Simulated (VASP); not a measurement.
# BN (P6_3mc) in VASP: single point with LDA

Aim: the single point of BN with LDA.

All numbers are computed with VASP 6.6.1; they aren't measurements. Logs are shortened: lines on timing, memory, paths and dates and some standing lists are left out, and cuts for length are marked.

## 1. The cell of the first run

Symmetry: P6_3mc, No. 186, hexagonal system. Conventional cell: a = 2.536 Å, b = 2.536 Å, c = 4.199 Å, α = 90.00°, β = 90.00°, γ = 120.00°. B (site symmetry 3m) has 4 N at 1.56 to 1.57 Å within 2.1 Å. N (site symmetry 3m) has 4 B at 1.56 to 1.57 Å within 2.1 Å.

## 2. Single point, LDA

INCAR

```
SYSTEM = BN
PREC = Accurate
ENCUT = 520
EDIFF = 1E-7
ISMEAR = 1
SIGMA = 0.02
LREAL = .False.
LASPH = .True.
NELM = 100
ALGO = Normal
ISIF = 2
LWAVE = .False.
LCHARG = .False.
NBANDS = 16
```

KPOINTS

```
regular mesh
0
Gamma
  8 8 4
  0 0 0
```

POSCAR

```
BN
1.0
    2.5360000000      0.0000000000      0.0000000000
   -1.2680000000      2.1962400000      0.0000000000
    0.0000000000      0.0000000000      4.1990000000
B N
2 2
Direct
    0.6666666667      0.3333333333      0.0000000000
    0.3333333333      0.6666666667      0.5000000000
    0.6666666667      0.3333333333      0.3750000000
    0.3333333333      0.6666666667      0.8750000000
```

Potentials or basis: VASP PAW LDA potentials, release 64 (B, N).

Run with:

```
$ cat potpaw_LDA.64/B/POTCAR potpaw_LDA.64/N/POTCAR > POTCAR
$ mpirun -np 1 vasp_std > vasp.out
```

OUTCAR:

```text
SYSTEM = BN
   PREC = Accurate
   ENCUT = 520
   EDIFF = 1E-7
   ISMEAR = 1
   LREAL = .False.
   LASPH = .True.
   NELM = 100
   ISIF = 2

 ion  position               nearest neighbor table
   1  0.667  0.333  0.000-   4 1.56   4 1.56   4 1.56   3 1.57
   2  0.333  0.667  0.500-   3 1.56   3 1.56   3 1.56   4 1.57
   3  0.667  0.333  0.375-   2 1.56   2 1.56   2 1.56   1 1.57
   4  0.333  0.667  0.875-   1 1.56   1 1.56   1 1.56   2 1.57

  LATTYP: Found a hexagonal cell.
 ALAT       =     2.5360000000
 C/A-ratio  =     1.6557570978

  Lattice vectors:

 A1 = (   2.5360000000,   0.0000000000,   0.0000000000)
 A2 = (  -1.2680000000,   2.1962400000,   0.0000000000)
 A3 = (   0.0000000000,   0.0000000000,   4.1990000000)

Analysis of symmetry for initial positions (statically):
=====================================================================
 Subroutine PRICEL returns:
 Original cell was already a primitive cell.

 Routine SETGRP: Setting up the symmetry group for a
 hexagonal supercell.

 Subroutine GETGRP returns: Found 12 space group operations
 (whereof  6 operations were pure point group operations)
 out of a pool of 24 trial point group operations.

The static configuration has the point symmetry C_3v.
 The point group associated with its full space group is C_6v.

Analysis of symmetry for dynamics (positions and initial velocities):
=====================================================================
 Subroutine PRICEL returns:
 Original cell was already a primitive cell.

 Routine SETGRP: Setting up the symmetry group for a
 hexagonal supercell.

 Subroutine GETGRP returns: Found 12 space group operations
 (whereof  6 operations were pure point group operations)
 out of a pool of 24 trial point group operations.

The dynamic configuration has the point symmetry C_3v.
 The point group associated with its full space group is C_6v.

 Subroutine INISYM returns: Found 12 space group operations
 (whereof  6 operations are pure point group operations),
 and found     1 'primitive' translations

----------------------------------------------------------------------------------------

                                     Primitive cell

  volume of cell :      23.3870

  direct lattice vectors                    reciprocal lattice vectors
     2.536000000  0.000000000  0.000000000     0.394321767  0.227661822  0.000000000
    -1.268000000  2.196240000  0.000000000     0.000000000  0.455323644  0.000000000
     0.000000000  0.000000000  4.199000000     0.000000000  0.000000000  0.238151941

[... 92 lines left out ...]
   NFREE  =      0    steps in history (QN), initial steepest desc. (CG)
   ISIF   =      2    stress and relaxation
   ISYM   =      2    0-nonsym 1-usesym 2-fastsym
   POTIM  = 0.5000    time-step for ionic-motion
   TEBEG  =    0.0;   TEEND  =   0.0 temperature during run
   PSTRESS=    0.0 pullay stress
   NELECT =      16.0000    total number of electrons
   NUPDOWN=      -1.0000    fix difference up-down
   EMIN   =  10.00;   EMAX   =-10.00  energy-range for DOS
   EFERMI =   0.00;   METHOD = LEGACY
   ISMEAR =     1;   SIGMA  =   0.02  broadening in eV -4-tet -1-fermi 0-gaus
   EFERMI_NEDOS =   21; number of points for ismear=-14 and -15
   IALGO  =     38    algorithm
   IMIX   =      4    mixing-type and parameters
     AMIX     =   0.40;   BMIX     =  1.00
     AMIX_MAG =   1.60;   BMIX_MAG =  1.00
  volume/ion in A,a.u.               =       5.85        39.46
  Fermi-wavevector in a.u.,A,eV,Ry     =   1.442524  2.725976 28.312048  2.080877
  Thomas-Fermi vector in A             =   2.561035
   LORBIT       =      0    0 simple, 1 ext, 2 COOP (PROOUT), +10 PAW based schemes
   GGA     = CA    functional components
   LHFCALC =     F    Hartree Fock is set to
   AEXX    =    0.0000 exact exchange contribution
   IVDW    =     0    specifies the selected vdW correction
   LEPSILON=     F    determine dielectric tensor
   LRPA    =     F    only Hartree local field effects (RPA)
 non-spin polarized calculation
 Methfessel and Paxton  Order N= 1 SIGMA  =   0.02
  energy-cutoff  :      520.00
  volume of cell :       23.39
 maximum number of plane-waves:       652
 NGX is ok and might be reduce to    20
   NGX =  9   NGY =  9   NGZ = 15

 number of electron      16.0000002 magnetization

 Free energy of the ion-electron system (eV)
  ---------------------------------------------------
  ext. energy  EPLUGINS =         0.00000000
  ---------------------------------------------------
  free energy    TOTEN  =       -38.75072848 eV

  energy without entropy =      -38.75073754  energy(sigma->0) =      -38.75073150

 E-fermi :   7.6852     XC(G=0): -13.1453

 val. band max:        7.6683588727   @ k =   0.0000   0.0000   0.0000
 cond. band min:      12.9632820243   @ k =   0.3750   0.2500   0.0000
 fundamental gap:      5.2949231516
 Fermi energy:         7.6851961844

 k-point     1 :       0.0000    0.0000    0.0000
  band No.  band energies     occupation
      1     -12.6877      2.00000
      2      -8.4299      2.00000
      3      -3.3655      2.00000
      4       5.5265      2.00000
      5       5.5265      2.00000
      6       7.4151      2.00000
[... 433 lines left out ...]
      3      -1.0683      2.00000
      4      -1.0683      2.00000
      5       3.8066      2.00000
      6       3.8066      2.00000
[... 8 lines left out ...]
     15      23.7481      0.00000
     16      23.7481      0.00000

 [... further k-points ...]

------------------------ aborting loop because EDIFF is reached ----------------------------------------

  FORCE on cell =-STRESS in cart. coord.  units (eV):
  Direction    XX          YY          ZZ          XY          YZ          ZX
  --------------------------------------------------------------------------------------
  -------------------------------------------------------------------------------------
  Total       -0.7240547     -0.7240545     -0.8461231      0.0000000      0.0000000      0.0000000
  in kB      -49.6028999    -49.6028807    -57.9654506      0.0000000      0.0000000      0.0000000
  external PRESSURE =     -52.3904104 kB  Pullay stress =       0.0000000 kB

 VOLUME and BASIS-vectors are now :
 -----------------------------------------------------------------------------
  energy-cutoff  :      520.00
  volume of cell :       23.39
      direct lattice vectors                 reciprocal lattice vectors
     2.536000000  0.000000000  0.000000000     0.394321767  0.227661822  0.000000000
    -1.268000000  2.196240000  0.000000000     0.000000000  0.455323644  0.000000000
     0.000000000  0.000000000  4.199000000     0.000000000  0.000000000  0.238151941

 POSITION                                       TOTAL-FORCE (eV/Angst)
 -----------------------------------------------------------------------------------
      1.26800      0.73208      0.00000         0.000000      0.000000      0.049254
     -0.00000      1.46416      2.09950        -0.000000      0.000000      0.049254
      1.26800      0.73208      1.57462        -0.000000      0.000000     -0.049254
     -0.00000      1.46416      3.67413         0.000000      0.000000     -0.049254
 -----------------------------------------------------------------------------------
    total drift:                                0.000000      0.000000     -0.000146

  FREE ENERGIE OF THE ION-ELECTRON SYSTEM (eV)
  ---------------------------------------------------
  free  energy   TOTEN  =       -38.7507284788 eV

  energy  without entropy=      -38.7507375381  energy(sigma->0) =      -38.75073150
```

OSZICAR:

```text
N       E                     dE             d eps       ncg     rms          rms(c)
DAV:   1     0.358709804091E+02    0.35871E+02   -0.83188E+03   960   0.966E+02
DAV:   2    -0.389282426654E+02   -0.74799E+02   -0.69278E+02  1400   0.218E+02
DAV:   3    -0.410599734799E+02   -0.21317E+01   -0.21269E+01  1112   0.333E+01
DAV:   4    -0.410644302836E+02   -0.44568E-02   -0.44475E-02  1104   0.184E+00
DAV:   5    -0.410644421960E+02   -0.11912E-04   -0.11912E-04  1112   0.846E-02    0.929E+00
DAV:   6    -0.390311929335E+02    0.20332E+01   -0.25243E+00  1152   0.140E+01    0.425E+00
DAV:   7    -0.388157952312E+02    0.21540E+00   -0.27238E-01  1216   0.408E+00    0.259E+00
DAV:   8    -0.387523425483E+02    0.63453E-01   -0.81407E-02  1176   0.206E+00    0.261E-01
DAV:   9    -0.387507737179E+02    0.15688E-02   -0.26389E-03  1032   0.504E-01    0.143E-01
DAV:  10    -0.387507295502E+02    0.44168E-04   -0.16412E-04  1240   0.109E-01    0.169E-02
DAV:  11    -0.387507287067E+02    0.84346E-06   -0.13873E-05  1112   0.325E-02    0.117E-02
DAV:  12    -0.387507284857E+02    0.22099E-06   -0.14989E-06  1080   0.107E-02    0.684E-04
DAV:  13    -0.387507284788E+02    0.68935E-08   -0.60922E-08   512   0.221E-03
   1 F= -.38750728E+02 E0= -.38750731E+02  d E =0.905923E-05
```

stdout:

```text
POSCAR found type information on POSCAR B N
 POSCAR found :  2 types and       4 ions
 scaLAPACK will be used
 LDA part: xc-table for (Slater(with rela. corr.)+CA(PZ))
 , standard interpolation
 POSCAR, INCAR and KPOINTS ok, starting setup
 FFT: planning ... GRIDC
 FFT: planning ... GRID_SOFT
 FFT: planning ... GRID
 WAVECAR not read
 entering main loop
```

Wall time 14 s (1 thread of Intel Xeon 8259CL, shared host); peak memory 0.13 GiB.

Results:

* Free energy: -38.7507 eV
* Pressure: -5.2 GPa
* Largest force: 0.049 eV/Å
* Band gap on the k mesh: 5.29 eV, indirect (least direct gap 8.23 eV)

Forces in eV/Å, atoms in the order of the input:
```
B    0.000  0.000  0.049
B    0.000  0.000  0.049
N    0.000  0.000 -0.049
N    0.000  0.000 -0.049
```
